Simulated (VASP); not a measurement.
# InAs: single point with LDA

InAs:

```
CELL_PARAMETERS angstrom
0.00000 2.64712 3.10749
2.64712 0.00000 3.10749
2.64712 2.64712 0.00000
ATOMIC_POSITIONS crystal
In 0.50000 0.50000 0.50000
As 0.00000 0.00000 0.00000
```

This cell differs from its parent crystal: strain -0.080 along x and y, +0.080 along z.

- Program: VASP 6.6.1
- Task: single point
- Functional: LDA
- Potentials or basis: VASP PAW LDA potentials, release 64 (In_d, As)
- Cutoff: 520 eV
- k mesh: 14 × 14 × 14
- Occupations: gaussian, width 0.15 eV
- Spin: no spin polarisation
- Dipole correction: no
- Further INCAR settings: ALGO = Normal; EDIFF = 1e-07; NBANDS = 16

- Pressure: 4.7 GPa
- Band gap on the k mesh: zero (band 9 reaches 7.59 eV, above the bottom of band 10 at 4.85 eV)

Stress tensor (GPa, compression positive):
```
10.13  0.00  0.00
 0.00 10.13  0.00
 0.00  0.00 -6.27
```

Levels at points of the mesh, in eV from the Fermi level:
```tsv
k point	band 6	band 7	band 8	band 9	band 10	band 11	band 12	band 13
(0.00, 0.00, 0.00)	-12.76	-0.78	-0.78	0.04	0.41	5.29	6.74	7.85
(0.50, 0.00, 0.00)	-10.93	-7.18	-0.34	0.70	1.48	3.46	3.96	5.43
(0.50, 0.50, 0.00)	-10.70	-5.25	-2.11	-2.11	-1.73	4.34	9.55	10.45
(0.50, 0.00, 0.50)	-9.19	-5.35	-3.71	-3.32	-1.80	3.64	7.20	10.47
```

Wall time 3.8 min on 1 thread of Intel(R) Xeon(R) Platinum 8259CL CPU @ 2.50GHz (Skylake/Cascade Lake), on a shared host, peak memory 0.28 GiB.

Caveat: the cell differs from its parent crystal (strain -0.080 along x and y, +0.080 along z); spin-orbit coupling is left out, which moves the levels of the heavy elements.
